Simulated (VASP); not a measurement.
# HfC (Fm-3m) in VASP: a series of runs, part 2 of 2

VASP 6.6.1. Earlier steps stand in the parts before.

**4. Electric field gradients, LDA (volume scaled by 1.01)**

File INCAR:

```
SYSTEM = HfC
PREC = Accurate ; ENCUT = 520
EDIFF = 1E-8 ; ISMEAR = -1
SIGMA = 0.05 ; LREAL = .False.
LASPH = .True. ; NELM = 100
ALGO = Normal ; ISIF = 2
LWAVE = .False. ; LCHARG = .False.
LEFG = .True. ; NBANDS = 14
```

File KPOINTS:

```
regular mesh
0
Gamma
  12 12 12
  0 0 0
```

File POSCAR:

```
HfC
1.0
    0.0000000000      2.3327243092      2.3327243092
    2.3327243092      0.0000000000      2.3327243092
    2.3327243092      2.3327243092      0.0000000000
Hf C
1 1
Direct
    0.5000000000      0.5000000000      0.5000000000
    0.0000000000      0.0000000000      0.0000000000
```

Potentials or basis: VASP PAW LDA potentials, release 64 (Hf_pv, C).

Run with:

```console
> cat potpaw_LDA.64/Hf_pv/POTCAR potpaw_LDA.64/C/POTCAR > POTCAR
> mpirun -np 1 vasp_std > vasp.out
```

OUTCAR:

```text
SYSTEM = HfC
   PREC = Accurate
   ENCUT = 520
   EDIFF = 1E-8
   ISMEAR = -1
   LREAL = .False.
   LASPH = .True.
   NELM = 100
   ISIF = 2

 ion  position               nearest neighbor table
   1  0.500  0.500  0.500-   2 2.33   2 2.33   2 2.33   2 2.33   2 2.33   2 2.33
   2  0.000  0.000  0.000-   1 2.33   1 2.33   1 2.33   1 2.33   1 2.33   1 2.33

  LATTYP: Found a face centered cubic cell.
 ALAT       =     4.6654486184

  Lattice vectors:

 A1 = (   0.0000000000,   2.3327243092,   2.3327243092)
 A2 = (   2.3327243092,   0.0000000000,   2.3327243092)
 A3 = (   2.3327243092,   2.3327243092,   0.0000000000)

Analysis of symmetry for initial positions (statically):
=====================================================================
 Subroutine PRICEL returns:
 Original cell was already a primitive cell.

 Routine SETGRP: Setting up the symmetry group for a
 face centered cubic supercell.

 Subroutine GETGRP returns: Found 48 space group operations
 (whereof 48 operations were pure point group operations)
 out of a pool of 48 trial point group operations.

The static configuration has the point symmetry O_h .

Analysis of symmetry for dynamics (positions and initial velocities):
=====================================================================
 Subroutine PRICEL returns:
 Original cell was already a primitive cell.

 Routine SETGRP: Setting up the symmetry group for a
 face centered cubic supercell.

 Subroutine GETGRP returns: Found 48 space group operations
 (whereof 48 operations were pure point group operations)
 out of a pool of 48 trial point group operations.

The dynamic configuration has the point symmetry O_h .

 Subroutine INISYM returns: Found 48 space group operations
 (whereof 48 operations are pure point group operations),
 and found     1 'primitive' translations

----------------------------------------------------------------------------------------

                                     Primitive cell

  volume of cell :      25.3875

  direct lattice vectors                    reciprocal lattice vectors
     0.000000000  2.332724309  2.332724309    -0.214341660  0.214341660  0.214341660
     2.332724309  0.000000000  2.332724309     0.214341660 -0.214341660  0.214341660
     2.332724309  2.332724309  0.000000000     0.214341660  0.214341660 -0.214341660

  length of vectors
     3.298970355  3.298970355  3.298970355     0.371250645  0.371250645  0.371250645

  position of ions in fractional coordinates (direct lattice)
     0.500000000  0.500000000  0.500000000
     0.000000000  0.000000000  0.000000000

  ion indices of the primitive-cell ions
   primitive index   ion index
                 1           1
                 2           2

----------------------------------------------------------------------------------------

 KPOINTS: regular mesh

Automatic generation of k-mesh.
 Grid dimensions read from file:
 generate k-points for:   12   12   12

 Generating k-lattice:

  Cartesian coordinates                     Fractional coordinates (reciprocal lattice)
[... 81 lines left out ...]
  volume/ion in A,a.u.               =      12.69        85.66
  Fermi-wavevector in a.u.,A,eV,Ry     =   1.342489  2.536937 24.521466  1.802277
  Thomas-Fermi vector in A             =   2.470639
   LORBIT       =      0    0 simple, 1 ext, 2 COOP (PROOUT), +10 PAW based schemes
   GGA     = CA    functional components
   LHFCALC =     F    Hartree Fock is set to
   AEXX    =    0.0000 exact exchange contribution
   IVDW    =     0    specifies the selected vdW correction
   LEPSILON=     F    determine dielectric tensor
   LRPA    =     F    only Hartree local field effects (RPA)
 non-spin polarized calculation
  energy-cutoff  :      520.00
  volume of cell :       25.39
 maximum number of plane-waves:       701
 NGX is ok and might be reduce to    28
   NGX = 13   NGY = 13   NGZ = 13

 number of electron      14.0000001 magnetization

 Free energy of the ion-electron system (eV)
  ---------------------------------------------------
  ext. energy  EPLUGINS =         0.00000000
  ---------------------------------------------------
  free energy    TOTEN  =       -22.83228141 eV

  energy without entropy =      -22.82993336  energy(sigma->0) =      -22.83110739

 E-fermi :   5.7888     XC(G=0): -12.4400

 val. band max:        5.7104757827   @ k =   0.5000   0.5000   0.0000
 cond. band min:       5.8412459570   @ k =   0.4167   0.3333   0.0000
 fundamental gap:      0.1307701743
 Fermi energy:         5.7888017168

 k-point     1 :       0.0000    0.0000    0.0000
  band No.  band energies     occupation
      1     -23.6799      2.00000
      2     -23.6799      2.00000
      3     -23.6799      2.00000
      4      -6.3245      2.00000
      5       6.7894      0.00000
      6       6.7894      0.00000
      7       6.7894      0.00000
      8       7.0658      0.00000
      9       7.0658      0.00000
     10       7.0658      0.00000
     11       9.0597      0.00000
     12       9.0597      0.00000
     13      12.6009      0.00000
     14      16.7854      0.00000
[... 377 lines left out ...]
      1     -24.2793      2.00000
      2     -23.8701      2.00000
      3     -23.7731      2.00000
      4      -2.9570      2.00000
      5       0.3999      2.00000
      6       3.0244      2.00000
      7       3.1056      2.00000
      8       9.8910      0.00000
      9      10.6298      0.00000
     10      10.8611      0.00000
     11      14.3008      0.00000
     12      15.7033      0.00000
     13      16.4980      0.00000
     14      18.5305      0.00000

 [... further k-points ...]

------------------------ aborting loop because EDIFF is reached ----------------------------------------

  FORCE on cell =-STRESS in cart. coord.  units (eV):
  Direction    XX          YY          ZZ          XY          YZ          ZX
  --------------------------------------------------------------------------------------
  -------------------------------------------------------------------------------------
  Total       -2.1682680     -2.1682680     -2.1682680     -0.0000000      0.0000000      0.0000000
  in kB     -136.8369248   -136.8369248   -136.8369248     -0.0000000      0.0000000      0.0000000
  external PRESSURE =    -136.8369248 kB  Pullay stress =       0.0000000 kB

 VOLUME and BASIS-vectors are now :
 -----------------------------------------------------------------------------
  energy-cutoff  :      520.00
  volume of cell :       25.39
      direct lattice vectors                 reciprocal lattice vectors
     0.000000000  2.332724309  2.332724309    -0.214341660  0.214341660  0.214341660
     2.332724309  0.000000000  2.332724309     0.214341660 -0.214341660  0.214341660
     2.332724309  2.332724309  0.000000000     0.214341660  0.214341660 -0.214341660

 POSITION                                       TOTAL-FORCE (eV/Angst)
 -----------------------------------------------------------------------------------
      2.33272      2.33272      2.33272        -0.000000     -0.000000      0.000000
      0.00000      0.00000      0.00000         0.000000      0.000000     -0.000000
 -----------------------------------------------------------------------------------
    total drift:                                0.000000      0.000000      0.000000

  FREE ENERGIE OF THE ION-ELECTRON SYSTEM (eV)
  ---------------------------------------------------
  free  energy   TOTEN  =       -22.8322814103 eV

  energy  without entropy=      -22.8299333629  energy(sigma->0) =      -22.83110739

 Electric field gradients (V/A^2)
---------------------------------------------------------------------
 ion       V_xx      V_yy      V_zz      V_xy      V_xz      V_yz
---------------------------------------------------------------------
   1      -0.000    -0.000     0.000    -0.000    -0.000    -0.000
   2      -0.000     0.000    -0.000    -0.000    -0.000    -0.000
---------------------------------------------------------------------

 Electric field gradients after diagonalization (V/A^2)
 (convention: |V_zz| > |V_xx| > |V_yy|)
----------------------------------------------------------------------
 ion       V_xx      V_yy      V_zz     asymmetry (V_yy - V_xx)/ V_zz
----------------------------------------------------------------------
   1       0.000     0.000    -0.000       0.000
   2       0.000     0.000    -0.000       0.000
----------------------------------------------------------------------

           NMR quadrupolar parameters

 Cq : quadrupolar parameter    Cq=e*Q*V_zz/h
 eta: asymmetry parameters     (V_yy - V_xx)/ V_zz
 Q  : nuclear electric quadrupole moment in mb (millibarn)
----------------------------------------------------------------------
 ion       Cq(MHz)       eta       Q (mb)
----------------------------------------------------------------------
   1      -0.000       0.000       1.000
   2      -0.000       0.000       1.000
----------------------------------------------------------------------
```

OSZICAR:

```text
N       E                     dE             d eps       ncg     rms          rms(c)
DAV:   1     0.210698978506E+02    0.21070E+02   -0.78465E+03  2016   0.983E+02
DAV:   2    -0.244236019564E+02   -0.45493E+02   -0.42267E+02  2604   0.198E+02
DAV:   3    -0.260171399805E+02   -0.15935E+01   -0.15874E+01  2432   0.267E+01
DAV:   4    -0.260247377703E+02   -0.75978E-02   -0.75970E-02  2424   0.227E+00
DAV:   5    -0.260247884375E+02   -0.50667E-04   -0.50667E-04  2414   0.166E-01    0.570E+01
DAV:   6    -0.229557557911E+02    0.30690E+01   -0.12590E+01  2262   0.182E+01    0.409E+01
DAV:   7    -0.228587775258E+02    0.96978E-01   -0.65115E-01  2514   0.534E+00    0.253E+01
DAV:   8    -0.228421413905E+02    0.16636E-01   -0.11856E-01  2460   0.231E+00    0.697E+00
DAV:   9    -0.228327051874E+02    0.94362E-02   -0.34208E-02  2304   0.993E-01    0.212E+00
DAV:  10    -0.228322879743E+02    0.41721E-03   -0.17633E-03  2482   0.305E-01    0.790E-02
DAV:  11    -0.228322820549E+02    0.59193E-05   -0.98128E-05  2376   0.789E-02    0.597E-02
DAV:  12    -0.228322817196E+02    0.33533E-06   -0.19509E-06  2582   0.112E-02    0.295E-02
DAV:  13    -0.228322814032E+02    0.31644E-06   -0.78846E-07  2340   0.468E-03    0.927E-04
DAV:  14    -0.228322814103E+02   -0.71184E-08   -0.33643E-08  2436   0.135E-03
   1 F= -.22832281E+02 E0= -.22831107E+02  d E =-.234805E-02
```

It took 14 s on 1 thread of Intel Xeon 6975P-C (Granite Rapids), shared host; peak memory 0.16 GiB.

What came out:

```yaml
Free_energy: -22.8323 eV
Pressure: -13.7 GPa
Band_gap_on_the_k_mesh: zero (band 7 reaches 6.79 eV, above the bottom of band 8 at 5.36 eV)
```

Caveat: without QUAD_EFG the Cq values of the log hold for a quadrupole moment of 1 mb, not for the nuclei; spin-orbit coupling is left out, which moves the levels of the heavy elements.

**5. Electric field gradients, LDA (volume scaled by 1.02)**

File INCAR:

```
SYSTEM = HfC
PREC = Accurate
ENCUT = 520
EDIFF = 1E-8
ISMEAR = -1
SIGMA = 0.05
LREAL = .False.
LASPH = .True.
NELM = 80
ALGO = Normal
ISIF = 2
LWAVE = .False.
LCHARG = .False.
GGA = CA
LEFG = .True.
NBANDS = 14
```

KPOINTS is that of step 4.

File POSCAR:

```
HfC
1.0
    0.0000000000      2.3403977997      2.3403977997
    2.3403977997      0.0000000000      2.3403977997
    2.3403977997      2.3403977997      0.0000000000
Hf C
1 1
Direct
    0.5000000000      0.5000000000      0.5000000000
    0.0000000000      0.0000000000      0.0000000000
```

Potentials or basis: VASP PAW LDA potentials, release 64 (Hf_pv, C).

Run with:

```console
> cat potpaw_LDA.64/Hf_pv/POTCAR potpaw_LDA.64/C/POTCAR > POTCAR
> mpirun -np 1 vasp_std > vasp.out
```

OUTCAR:

```text
SYSTEM = HfC
   PREC = Accurate
   ENCUT = 520
   EDIFF = 1E-8
   ISMEAR = -1
   LREAL = .False.
   LASPH = .True.
   NELM = 80
   ISIF = 2
   GGA = CA

 ion  position               nearest neighbor table
   1  0.500  0.500  0.500-   2 2.34   2 2.34   2 2.34   2 2.34   2 2.34   2 2.34
   2  0.000  0.000  0.000-   1 2.34   1 2.34   1 2.34   1 2.34   1 2.34   1 2.34

  LATTYP: Found a face centered cubic cell.
 ALAT       =     4.6807955994

  Lattice vectors:

 A1 = (   0.0000000000,   2.3403977997,   2.3403977997)
[... 621 lines left out ...]
  ---------------------------------------------------
  free  energy   TOTEN  =       -22.8092841961 eV

  energy  without entropy=      -22.8069605892  energy(sigma->0) =      -22.80812239

 Electric field gradients (V/A^2)
---------------------------------------------------------------------
 ion       V_xx      V_yy      V_zz      V_xy      V_xz      V_yz
---------------------------------------------------------------------
   1      -0.000    -0.000     0.000    -0.000    -0.000    -0.000
   2      -0.000     0.000    -0.000    -0.000    -0.000    -0.000
---------------------------------------------------------------------

 Electric field gradients after diagonalization (V/A^2)
 (convention: |V_zz| > |V_xx| > |V_yy|)
----------------------------------------------------------------------
 ion       V_xx      V_yy      V_zz     asymmetry (V_yy - V_xx)/ V_zz
----------------------------------------------------------------------
   1       0.000     0.000    -0.000       0.000
   2       0.000     0.000    -0.000       0.000
----------------------------------------------------------------------

           NMR quadrupolar parameters

 Cq : quadrupolar parameter    Cq=e*Q*V_zz/h
 eta: asymmetry parameters     (V_yy - V_xx)/ V_zz
 Q  : nuclear electric quadrupole moment in mb (millibarn)
----------------------------------------------------------------------
 ion       Cq(MHz)       eta       Q (mb)
----------------------------------------------------------------------
   1      -0.000       0.000       1.000
   2      -0.000       0.000       1.000
----------------------------------------------------------------------
```

Wall time 14 s (1 thread of Intel Xeon 6975P-C (Granite Rapids), shared host); peak memory 0.16 GiB.

What came out:

```yaml
Free_energy: -22.8093 eV
Pressure: -15.7 GPa
Band_gap_on_the_k_mesh: zero (band 7 reaches 6.71 eV, above the bottom of band 8 at 5.29 eV)
```

Levels at points of the mesh, in eV from the Fermi level:
```tsv
k point	band 4	band 5	band 6	band 7	band 8	band 9	band 10	band 11
(0.00, 0.00, 0.00)	-12.06	1.00	1.00	1.00	1.28	1.28	1.28	3.24
(0.50, 0.00, 0.00)	-8.35	-6.05	-2.94	-2.94	5.07	5.07	5.55	6.52
(0.50, 0.50, 0.00)	-10.16	-2.53	-1.78	-0.09	-0.09	5.11	6.45	6.45
```

Caveat: without QUAD_EFG the Cq values of the log hold for a quadrupole moment of 1 mb, not for the nuclei; spin-orbit coupling is left out, which moves the levels of the heavy elements.

**6. Overview**

```tsv
cell	gap on the mesh (eV)	pressure (GPa)
a = 3.277 Å, angles 60.0°, 2 atoms	none	-9.3
a = 3.299 Å, angles 60.0°, 2 atoms	none	-13.7
a = 3.310 Å, angles 60.0°, 2 atoms	none	-15.7
```

Alike in all rows: task electric field gradients; level LDA; potentials or basis VASP PAW LDA potentials, release 64 (Hf_pv, C); no spin polarisation; k mesh 12 × 12 × 12; cutoff (eV) 520; smearing fermi-dirac 0.05 eV.

Caveats: spin-orbit coupling is left out, which moves the levels of the heavy elements.

Total energies depend on the potentials used, so only differences within one code and one set of settings carry meaning.
